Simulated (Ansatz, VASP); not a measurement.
**CuO: VASP beside Ansatz**

```
Cu O
1.0
     4.67910   -3.48050    0.00000
     2.33955    1.74025    0.00000
    -0.76520    0.00000    5.06078
Cu O
4 4
Direct
  0.00000 0.50000 0.00000
  0.50000 0.50000 0.00000
  0.25000 0.00000 0.50000
  0.75000 0.00000 0.50000
  0.27385 0.45230 0.25000
  0.77385 0.45230 0.25000
  0.22615 0.54770 0.75000
  0.72615 0.54770 0.75000
```

Change from the starting cell: moments ++-- scaled by 1.4, plain SCF.

Alike in both runs: task single point; functional PBE; k mesh 4 × 7 × 4; occupations fermi-dirac, width 0.05 eV; collinear spin.

```csv
,VASP,Ansatz
version,VASP 6.6.1,Ansatz 0.2.0
potentials or method,"VASP PAW PBE potentials, release 64 (Cu, O), cutoff 520 eV","PAW, plane waves, scalar-relativistic"
valence electrons in the cell,68,100
```

Ansatz gave:

```
pressure (GPa)                                                : 6.8
traceless stress, the component that is largest in VASP (GPa) : 2.36
rms of the force components (eV/Å)                            : 0.071
net moment per atom (μB)                                      : 0.00
```

Task: Which values does VASP return?

Result: Pressure (GPa): 7.6; traceless stress, the component that is largest in VASP (GPa): 2.55; rms of the force components (eV/Å): 0.091; net moment per atom (μB): 0.00.

Atom by atom the forces differ by 0.020 eV/Å (rms over components). With one functional, cell and mesh, what is left measures potentials, basis and numerics. VASP's potentials hold 68 valence electrons a cell and Ansatz's 100, so a difference there can come from the potentials and not from the codes. Ansatz's warnings: seeded moment not kept.
